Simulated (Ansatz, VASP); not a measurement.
## AgCl: VASP beside Ansatz

```
CELL_PARAMETERS angstrom
0.00000 2.77315 2.85634
2.77315 0.00000 2.85634
2.77315 2.77315 0.00000
ATOMIC_POSITIONS crystal
Ag 0.50000 0.50000 0.50000
Cl 0.00000 0.00000 0.00000
```

Change from the starting cell: strain +0.000 along x and y, +0.030 along z, atoms carried along.

Alike in both runs: task single point; functional r2SCAN; k mesh 8 × 8 × 8; occupations gaussian, width 0.05 eV; no spin polarisation.

|  | VASP | Ansatz |
| --- | --- | --- |
| version | VASP 6.6.1 | Ansatz 0.2.0 |
| potentials or method | VASP PAW PBE potentials, release 64 (Ag, Cl), cutoff 520 eV | scalar-relativistic, plane waves, PAW |
| valence electrons in the cell | 18 | 26 |

Ansatz gave:

| Quantity | Value |
| --- | --- |
| gap on the k mesh at the Fermi level (eV) | 1.39 |
| least direct gap on the mesh (eV) | 3.64 |
| pressure (GPa) | -1.3 |
| traceless stress, the component that is largest in VASP (GPa) | -0.41 |

Q: What did VASP give for the same quantities?

A: gap on the k mesh at the Fermi level (eV): 1.34; least direct gap on the mesh (eV): 3.60; pressure (GPa): -1.4; traceless stress, the component that is largest in VASP (GPa): -0.40.

VASP's potentials were made for PBE, not for r2SCAN. With one functional, cell and mesh, what is left measures potentials, basis and numerics. VASP's potentials hold 18 valence electrons a cell and Ansatz's 26, so a difference there can come from the potentials and not from the codes.
